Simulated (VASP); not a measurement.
Runs of VASP 6.6.1 on Pd. The structure is that of space group I4/mmm (No. 139), or close to it. The cells are those of the table. 

```csv
cell,further INCAR settings,gap on the mesh (eV),pressure (GPa)
"a = 2.717, b = 2.717, c = 2.828 Å, angles 58.6, 58.6, 62.7°, 1 atom",ALGO = Fast; EDIFF = 1e-06; NBANDS = 11,none,-2.1
"a = 2.695, b = 2.695, c = 2.904 Å, angles 57.4, 57.4, 65.2°, 1 atom",ALGO = Fast; EDIFF = 1e-07; NBANDS = 11,none,-1.7
"a = 2.923, b = 2.923, c = 2.520 Å, angles 64.5, 64.5, 51.1°, 1 atom",ALGO = Fast; EDIFF = 1e-06; NBANDS = 11,none,(b)
"a = 3.063, b = 3.063, c = 2.403 Å, angles 66.9, 66.9, 46.2°, 1 atom",ALGO = Fast; EDIFF = 1e-07; NBANDS = 11,none,20.2
"a = 2.678, b = 2.678, c = 3.175 Å, angles 53.6, 53.6, 72.7°, 1 atom",ALGO = Fast; EDIFF = 1e-06; NBANDS = 11,none,-1.0
"a = 2.859, b = 2.859, c = 2.588 Å, angles 63.1, 63.1, 53.8°, 1 atom",ALGO = Fast; EDIFF = 1e-06; NBANDS = 11,none,(a)
"a = 3.001, b = 3.001, c = 2.451 Å, angles 65.9, 65.9, 48.2°, 1 atom",ALGO = Fast; EDIFF = 1e-06; NBANDS = 11,none,12.8
"a = 2.801, b = 2.801, c = 2.664 Å, angles 61.6, 61.6, 56.8°, 1 atom",ALGO = Fast; EDIFF = 1e-06; NBANDS = 11,none,-1.7
```

Alike in all rows: task single point; level PBEsol; potentials or basis VASP PAW PBE potentials, release 64 (Pd); no spin polarisation; k mesh 24 × 24 × 24; cutoff (eV) 520; smearing gaussian 0.15 eV.

Question: Fill in the values left out.

Answer: (a) 0.7; (b) 5.2.

Caveats: the PAW data sets were made with another functional, which shifts forces and pressure a little; the cell stands under pressure (at least some runs).

A k mesh can miss the band edges, and the runs leave out spin-orbit coupling on Pd.

A gap of «none» marks levels without a gap at the run's occupations.
